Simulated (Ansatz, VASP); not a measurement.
# MgS in VASP and in Ansatz

```
Mg S
1.0
     0.00000    2.61750    2.61750
     2.61750    0.00000    2.61750
     2.61750    2.61750    0.00000
Mg S
1 1
Direct
  0.00000 0.00000 0.00000
  0.50000 0.50000 0.50000
```

Alike in both runs: task single point; functional revPBE; k mesh 8 × 8 × 8; occupations gaussian, width 0.05 eV; no spin polarisation.

|  | VASP | Ansatz |
| --- | --- | --- |
| version | VASP 6.6.1 | Ansatz 0.2.0 |
| potentials or method | VASP PAW PBE potentials, release 64 (Mg, S), cutoff 600 eV | scalar-relativistic, plane waves, PAW |
| valence electrons in the cell | 8 | 16 |

```tsv
	VASP	Ansatz	Ansatz less VASP
gap on the k mesh at the Fermi level (eV)	2.85	2.88	+0.027
least direct gap on the mesh (eV)	3.69	3.71	+0.018
pressure (GPa)	1.1	1.5	+0.35
```

VASP's potentials were made for PBE, not for revPBE. VASP's potentials hold 8 valence electrons a cell and Ansatz's 16, so a difference there can come from the potentials and not from the codes.
